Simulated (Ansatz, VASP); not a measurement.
One calculation of NaH, two programs

```xyz
2
Lattice="0.0000 2.4879 2.4879 2.4879 0.0000 2.4879 2.4879 2.4879 0.0000" Properties=species:S:1:pos:R:3 pbc="T T T"
Na    0.0000    0.0000    0.0000
H     2.4879    2.4879    2.4879
```

Change from the starting cell: volume scaled by 1.06.

Alike in both runs: task single point; functional PBEsol; k mesh 9 × 9 × 9; occupations fermi-dirac, width 0.05 eV; no spin polarisation.

|  | VASP | Ansatz |
| --- | --- | --- |
| version | VASP 6.6.1 | Ansatz 0.2.0 |
| potentials or method | VASP PAW PBE potentials, release 64 (Na_pv, H), cutoff 520 eV | all-electron LAPW, scalar-relativistic |

```tsv
	VASP	Ansatz	Ansatz less VASP
gap on the k mesh at the Fermi level (eV)	3.72	3.72	+0.002
least direct gap on the mesh (eV)	4.42	4.42	+0.003
pressure (GPa)	-2.2	-2.2	+0.02
```

VASP's potentials were made for PBE, not for PBEsol. Ansatz ran all-electron here, and VASP with PAW potentials.
